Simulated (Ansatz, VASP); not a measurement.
**SnO: VASP beside Ansatz**

```
CELL_PARAMETERS angstrom
3.82016 0.00000 0.00000
0.00000 3.82016 0.00000
0.00000 0.00000 22.22608
ATOMIC_POSITIONS crystal
Sn 0.75000 0.25000 0.20246
Sn 0.25000 0.75000 0.30878
Sn 0.25000 0.87500 0.48875
Sn 0.75000 0.37500 0.59507
O 0.25000 0.25000 0.25562
O 0.75000 0.75000 0.25562
O 0.75000 0.87500 0.54191
O 0.25000 0.37500 0.54191
```

Alike in both runs: task single point; functional PBE; dispersion D3(BJ); k mesh 7 × 7 × 1; occupations gaussian, width 0.05 eV; no spin polarisation.

|  | VASP | Ansatz |
| --- | --- | --- |
| version | VASP 6.6.1 | Ansatz 0.2.0 |
| potentials or method | VASP PAW PBE potentials, release 64 (Sn_d, O), cutoff 520 eV | scalar-relativistic, plane waves, PAW |
| valence electrons in the cell | 80 | 80 |

|  | VASP | Ansatz | Ansatz less VASP |
| --- | --- | --- | --- |
| gap on the k mesh at the Fermi level (eV) | 2.23 | 2.24 | +0.007 |
| least direct gap on the mesh (eV) | 2.47 | 2.48 | +0.010 |
| rms of the force components (eV/Å) | 0.032 | 0.045 | +0.0137 |
